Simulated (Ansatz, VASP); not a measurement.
Cd: VASP beside Ansatz

File INCAR:

```
SYSTEM = Cd
  ALGO = Normal
  EDIFF = 1E-6
  ENCUT = 520
  GGA = PE
  ISIF = 2
  ISMEAR = -1
  LASPH = .TRUE.
  LCHARG = .FALSE.
  LREAL = .FALSE.
  LWAVE = .FALSE.
  NBANDS = 12
  NELM = 80
  PREC = Accurate
  SIGMA = 0.1
```

Contents of KPOINTS:

```
k-points
0
G
  17 17 17
  0 0 0
```

File POSCAR:

```
Cd
1.0
    3.0337943589      0.0000000000      0.0000000000
    0.0000000000      3.0337943589      0.0000000000
    0.0000000000      0.0000000000      3.0337943589
Cd
1
Direct
    0.0000000000      0.0000000000      0.0000000000
```

Input for Ansatz:

```yaml
crystal:
  lattice:
    - [3.0337943589, 0.0, 0.0]
    - [0.0, 3.0337943589, 0.0]
    - [0.0, 0.0, 3.0337943589]
  atoms:
    - { symbol: Cd, position: [0.0, 0.0, 0.0] }
hamiltonian:
  xc: pbe
  pseudopotentials:
    kind: paw
    azcp:
      Cd: "pseudopotentials/Cd.paw.azcp"
basis:
  ecutwfc: 420
  fft_grid_basis: typed
kpoints:
  mp_grid: { grid: [17, 17, 17], shift: [0, 0, 0] }
magnetization:
  spin_polarized: false
scf:
  occupations: { method: fermi_dirac, width: 0.1 }
output:
  stress: true
```

Alike in both runs: task single point; functional PBE; k mesh 17 × 17 × 17; occupations fermi-dirac, width 0.1 eV; no spin polarisation.

|  | VASP | Ansatz |
| --- | --- | --- |
| version | VASP 6.6.1 | Ansatz 0.2.0 |
| potentials or method | VASP PAW PBE potentials, release 64 (Cd), cutoff 520 eV | plane waves (420 eV) with PAW, scalar-relativistic |
| valence electrons in the cell | 12 | 20 |

|  | VASP | Ansatz | Ansatz less VASP |
| --- | --- | --- | --- |
| pressure (GPa) | -0.8 | -1.0 | -0.17 |

VASP's potentials hold 12 valence electrons a cell and Ansatz's 20, so a difference there can come from the potentials and not from the codes.
